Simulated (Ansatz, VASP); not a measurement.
# Ni: VASP beside Ansatz

```
Ni
1.0
    -1.75931    1.75931    0.00000
     0.00000    0.00000    3.51862
     1.75931    1.75931    0.00000
Ni
2
Direct
  0.00000 0.00000 0.00000
  0.50000 0.50000 0.50000
```

Alike in both runs: task single point; functional PBE; k mesh 15 × 10 × 15; occupations fermi-dirac, width 0.05 eV; collinear spin.

```csv
,VASP,Ansatz
version,VASP 6.6.1,Ansatz 0.2.0
potentials or method,"VASP PAW PBE potentials, release 64 (Ni)","PAW with Ansatz's default frozen-core files, scalar-relativistic"
plane-wave cutoff (eV),520,420
valence electrons in the cell,20,36
```

```tsv
	VASP	Ansatz	Ansatz less VASP
pressure (GPa)	0.0	0.1	+0.08
traceless stress, the component that is largest in VASP (GPa)	-0.06	-0.03	+0.031
net moment per atom (μB)	0.64	0.65	+0.008
size of the moment on the site where the two differ most (μB)	0.65	0.68	+0.035
```

Site moments also hang on the region over which each program counts them. VASP's potentials hold 20 valence electrons a cell and Ansatz's 36, so a difference there can come from the potentials and not from the codes.
